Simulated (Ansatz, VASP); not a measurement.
As in VASP and in Ansatz

```xyz
4
Lattice="1.8681 -5.4148 0.0000 1.8681 5.4148 0.0000 0.0000 0.0000 4.2990" Properties=species:S:1:pos:R:3 pbc="T T T"
As    1.8681    4.1948    0.2389
As    1.8681   -1.2199    1.9106
As    1.8681   -4.1948    4.0601
As    1.8681    1.2199    2.3884
```

Alike in both runs: functional PBE; dispersion D3(BJ); k mesh 12 × 12 × 10; occupations gaussian, width 0.1 eV; no spin polarisation.

Ansatz relaxed the structure, and its values are those at the end. VASP's run is a single point on that final structure, the one shown.

|  | VASP | Ansatz |
| --- | --- | --- |
| version | VASP 6.6.1 | Ansatz 0.2.0 |
| potentials or method | VASP PAW PBE potentials, release 64 (As), cutoff 520 eV | scalar-relativistic, plane waves, PAW |
| valence electrons in the cell | 20 | 60 |

```tsv
	VASP	Ansatz	Ansatz less VASP
gap on the k mesh at the Fermi level (eV)	none	none	-
pressure (GPa)	0.3	0.0	-0.32
rms of the force components (eV/Å)	0.033	0.002	-0.0302
```

A gap of «none» marks a metal or a gap that the smearing closes. VASP's potentials hold 20 valence electrons a cell and Ansatz's 60, so a difference there can come from the potentials and not from the codes.
